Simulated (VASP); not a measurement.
# C (I4_1/amd) in VASP: a series of runs

Runs on C. Level: LDA. Tasks: single point.

All numbers are computed with VASP 6.6.1; they aren't measurements. Logs are shortened: lines on timing, memory, paths and dates and some standing lists are left out, and cuts for length are marked.

### Step 1. The cell of the first run

Symmetry: I4_1/amd, No. 141, tetragonal system. The conventional cell has a = 2.538 Å, b = 2.538 Å, c = 3.420 Å, α = 90.00°, β = 90.00°, γ = 90.00°. C (site symmetry -4m2) has 4 C at 1.53 Å within 2.0 Å.

### Step 2. Single point, LDA (5.51 Å³/atom)

File INCAR:

```
SYSTEM = C
PREC     = Accurate       ! precision mode
ENCUT    = 1300           ! plane-wave cutoff, eV
EDIFF    = 1E-6           ! SCF threshold, eV
ISMEAR   = 0              ! smearing method
SIGMA    = 0.05           ! smearing width, eV
LREAL    = .False.        ! projectors in reciprocal space
LASPH    = .True.         ! aspherical terms in the spheres
NELM     = 120            ! most SCF steps
ALGO     = Normal         ! electronic algorithm
ISIF     = 2              ! what is computed and relaxed
LWAVE    = .False.        ! write WAVECAR
LCHARG   = .False.        ! write CHGCAR
GGA      = CA             ! functional
NBANDS   = 11             ! bands
GGA_COMPAT= .False.
```

File KPOINTS:

```
Automatic mesh
0
Gamma
  12 12 12
  0 0 0
```

File POSCAR:

```
C
1.0
    0.0000000000      1.7943963805      1.7098803110
    1.7943963805      0.0000000000      1.7098803110
    1.7943963805      1.7943963805      0.0000000000
C
2
Direct
    0.5000000000      0.5000000000      0.5000000000
    0.7500000000      0.7500000000      0.7500000000
```

Potentials or basis: VASP PAW LDA potentials, release 64 (C_h).

Command:

```bash
cat potpaw_LDA.64/C_h/POTCAR > POTCAR
mpirun -np 1 vasp_std > vasp.out
```

OUTCAR:

```text
SYSTEM = C
   PREC = Accurate
   ENCUT = 1300
   EDIFF = 1E-6
   ISMEAR = 0
   LREAL = .False.
   LASPH = .True.
   NELM = 120
   ISIF = 2
   GGA = CA

 ion  position               nearest neighbor table
   1  0.500  0.500  0.500-
   2  0.750  0.750  0.750-

  LATTYP: Found a body centered tetragonal cell.
 ALAT       =     2.5376596976
 C/A-ratio  =     1.3476041036

  Lattice vectors:

 A1 = (   0.0000000000,  -1.7943963805,  -1.7098803110)
 A2 = (   0.0000000000,   1.7943963805,  -1.7098803110)
 A3 = (   1.7943963805,   0.0000000000,   1.7098803110)

Analysis of symmetry for initial positions (statically):
=====================================================================
 Subroutine PRICEL returns:
 Original cell was already a primitive cell.

 Routine SETGRP: Setting up the symmetry group for a
 body centered tetragonal supercell.

 Subroutine GETGRP returns: Found 16 space group operations
 (whereof  8 operations were pure point group operations)
 out of a pool of 16 trial point group operations.

The static configuration has the point symmetry D_2d.
 The point group associated with its full space group is D_4h.

Analysis of symmetry for dynamics (positions and initial velocities):
=====================================================================
 Subroutine PRICEL returns:
 Original cell was already a primitive cell.

 Routine SETGRP: Setting up the symmetry group for a
 body centered tetragonal supercell.

 Subroutine GETGRP returns: Found 16 space group operations
 (whereof  8 operations were pure point group operations)
 out of a pool of 16 trial point group operations.

The dynamic configuration has the point symmetry D_2d.
 The point group associated with its full space group is D_4h.

 Subroutine INISYM returns: Found 16 space group operations
 (whereof  8 operations are pure point group operations),
 and found     1 'primitive' translations

----------------------------------------------------------------------------------------

                                     Primitive cell

  volume of cell :      11.0111

  direct lattice vectors                    reciprocal lattice vectors
     0.000000000  1.794396381  1.709880311    -0.278645234  0.278645234  0.292418128
     1.794396381  0.000000000  1.709880311     0.278645234 -0.278645234  0.292418128
     1.794396381  1.794396381  0.000000000     0.278645234  0.278645234 -0.292418128

[... 90 lines left out ...]
   ISYM   =      2    0-nonsym 1-usesym 2-fastsym
   POTIM  = 0.5000    time-step for ionic-motion
   TEBEG  =    0.0;   TEEND  =   0.0 temperature during run
   PSTRESS=    0.0 pullay stress
   NELECT =       8.0000    total number of electrons
   NUPDOWN=      -1.0000    fix difference up-down
   EMIN   =  10.00;   EMAX   =-10.00  energy-range for DOS
   EFERMI =   0.00;   METHOD = LEGACY
   ISMEAR =     0;   SIGMA  =   0.05  broadening in eV -4-tet -1-fermi 0-gaus
   EFERMI_NEDOS =   21; number of points for ismear=-14 and -15
   IALGO  =     38    algorithm
   IMIX   =      4    mixing-type and parameters
     AMIX     =   0.40;   BMIX     =  1.00
     AMIX_MAG =   1.60;   BMIX_MAG =  1.00
  volume/ion in A,a.u.               =       5.51        37.15
  Fermi-wavevector in a.u.,A,eV,Ry     =   1.471727  2.781161 29.469962  2.165981
  Thomas-Fermi vector in A             =   2.586828
   LORBIT       =      0    0 simple, 1 ext, 2 COOP (PROOUT), +10 PAW based schemes
   GGA     = CA    functional components
   LHFCALC =     F    Hartree Fock is set to
   AEXX    =    0.0000 exact exchange contribution
   IVDW    =     0    specifies the selected vdW correction
   LEPSILON=     F    determine dielectric tensor
   LRPA    =     F    only Hartree local field effects (RPA)
 non-spin polarized calculation
 Gauss-broadening in eV      SIGMA  =   0.05
  energy-cutoff  :     1300.00
  volume of cell :       11.01
 maximum number of plane-waves:      1194
 NGX is ok and might be reduce to    30
   NGX = 15   NGY = 15   NGZ = 15

 number of electron       8.0000000 magnetization

 Free energy of the ion-electron system (eV)
  ---------------------------------------------------
  ext. energy  EPLUGINS =         0.00000000
  ---------------------------------------------------
  free energy    TOTEN  =       -20.21820473 eV

  energy without entropy =      -20.21820473  energy(sigma->0) =      -20.21820473

 E-fermi :  12.1419     XC(G=0): -13.8004

 val. band max:       11.8120742214   @ k =   0.0000   0.0000   0.0000
 cond. band min:      14.7957800325   @ k =   0.3333   0.3333   0.0000
 fundamental gap:      2.9837058111
 Fermi energy:        12.1419316733

 k-point     1 :       0.0000    0.0000    0.0000
  band No.  band energies     occupation
      1     -10.3764      2.00000
      2      11.1095      2.00000
      3      11.1095      2.00000
      4      11.8121      2.00000
      5      16.5968      0.00000
      6      17.1926      0.00000
      7      17.1926      0.00000
      8      25.5484      0.00000
      9      30.7710      0.00000
     10      37.0244      0.00000
     11      38.1203      0.00000
[... 309 lines left out ...]
 k-point    24 :      -0.4167    0.1667    0.0000
  band No.  band energies     occupation
      1      -4.0615      2.00000
      2      -1.2871      2.00000
      3       6.3079      2.00000
      4       7.1991      2.00000
      5      18.2889      0.00000
      6      21.5961      0.00000
      7      23.4058      0.00000
      8      26.6786      0.00000
      9      30.7086      0.00000
     10      35.7084      0.00000
     11      36.1741      0.00000

 [... further k-points ...]

------------------------ aborting loop because EDIFF is reached ----------------------------------------

  FORCE on cell =-STRESS in cart. coord.  units (eV):
  Direction    XX          YY          ZZ          XY          YZ          ZX
  --------------------------------------------------------------------------------------
  -------------------------------------------------------------------------------------
  Total       -0.9326050     -0.9326050      2.0765079      0.0000000      0.0000000      0.0000000
  in kB     -135.6987558   -135.6987558    302.1424134      0.0000000      0.0000000      0.0000000
  external PRESSURE =      10.2483006 kB  Pullay stress =       0.0000000 kB

 VOLUME and BASIS-vectors are now :
 -----------------------------------------------------------------------------
  energy-cutoff  :     1300.00
  volume of cell :       11.01
      direct lattice vectors                 reciprocal lattice vectors
     0.000000000  1.794396381  1.709880311    -0.278645234  0.278645234  0.292418128
     1.794396381  0.000000000  1.709880311     0.278645234 -0.278645234  0.292418128
     1.794396381  1.794396381  0.000000000     0.278645234  0.278645234 -0.292418128

 POSITION                                       TOTAL-FORCE (eV/Angst)
 -----------------------------------------------------------------------------------
      1.79440      1.79440      1.70988        -0.000000     -0.000000     -0.000000
      2.69159      2.69159      2.56482         0.000000      0.000000      0.000000
 -----------------------------------------------------------------------------------
    total drift:                                0.000000     -0.000000     -0.000000

  FREE ENERGIE OF THE ION-ELECTRON SYSTEM (eV)
  ---------------------------------------------------
  free  energy   TOTEN  =       -20.2182047252 eV

  energy  without entropy=      -20.2182047252  energy(sigma->0) =      -20.21820473
```

stdout:

```text
POSCAR found type information on POSCAR C
 POSCAR found :  1 types and       2 ions
 scaLAPACK will be used
 LDA part: xc-table for (Slater(with rela. corr.)+CA(PZ))
 , standard interpolation
 POSCAR, INCAR and KPOINTS ok, starting setup
 FFT: planning ... GRIDC
 FFT: planning ... GRID_SOFT
 FFT: planning ... GRID
 WAVECAR not read
 entering main loop
```

Wall time 78 s (1 thread of AMD EPYC 7R43 (Zen 3), shared host); peak memory 0.15 GiB.

What came out:

```yaml
Free_energy: -20.2182 eV
Pressure: 1.0 GPa
Band_gap_on_the_k_mesh: 2.98 eV (least direct gap 4.78 eV)
```

Levels at points of the mesh, in eV from the valence-band top:
```tsv
k point	band 2	band 3	band 4	band 5	band 6	band 7
(0.00, 0.00, 0.00)	-0.70	-0.70	0.00	4.78	5.38	5.38
(0.50, 0.00, 0.00)	-14.16	-3.76	-2.91	7.64	7.82	9.56
(0.50, 0.50, 0.00)	-12.76	-7.42	-7.42	3.55	3.55	16.75
(0.50, 0.00, 0.50)	-13.54	-6.68	-6.68	4.71	4.71	16.40
```

Caveat: the stress differs along the axes, from -14 to 30 GPa. LDA gaps usually lie below the measured ones, often by a third to a half.

### Step 3. Single point, LDA (5.51 Å³/atom)

File INCAR:

```
ALGO = Normal
EDIFF = 1E-6
ENCUT = 1300
GGA_COMPAT = F
ISIF = 2
ISMEAR = 0
LASPH = T
LCHARG = T
LELF = T
LREAL = F
LVHAR = T
LWAVE = F
NBANDS = 11
NELM = 120
PREC = Accurate
SIGMA = 0.05
```

File KPOINTS:

```
k-points
0
Gamma
  12 12 12
```

File POSCAR:

```
C
1.0
    0.0000000000      1.7800050145      1.7376408951
    1.7800050145      0.0000000000      1.7376408951
    1.7800050145      1.7800050145      0.0000000000
C
2
Direct
    0.5000000000      0.5000000000      0.5000000000
    0.7500000000      0.7500000000      0.7500000000
```

Potentials or basis: VASP PAW LDA potentials, release 64 (C_h).

Command:

```bash
cat potpaw_LDA.64/C_h/POTCAR > POTCAR
mpirun -np 1 vasp_std > vasp.out
```

Run time: 28 s. Hardware: 1 thread of Intel Xeon 6975P-C (Granite Rapids), shared host; peak memory 0.18 GiB.

Results (log left out):

- Free energy: -20.2550 eV
- Pressure: 1.0 GPa
- Band gap on the k mesh: 3.58 eV (least direct gap 5.19 eV)

Stress tensor (GPa, compression positive):
```
-6.48  0.00  0.00
 0.00 -6.48  0.00
 0.00  0.00 15.97
```

Levels at points of the mesh, in eV from the valence-band top:
```
           k point  band 2  band 3  band 4  band 5  band 6  band 7
(0.00, 0.00, 0.00)   -0.36   -0.36    0.00    5.19    5.49    5.49
(0.50, 0.00, 0.00)  -13.93   -3.32   -2.89    8.16    8.18    9.38
(0.50, 0.50, 0.00)  -12.80   -6.95   -6.95    4.15    4.15   16.91
(0.50, 0.00, 0.50)  -13.19   -6.59   -6.59    4.73    4.73   16.76
```

Caveat: the stress differs along the axes, from -6 to 16 GPa.
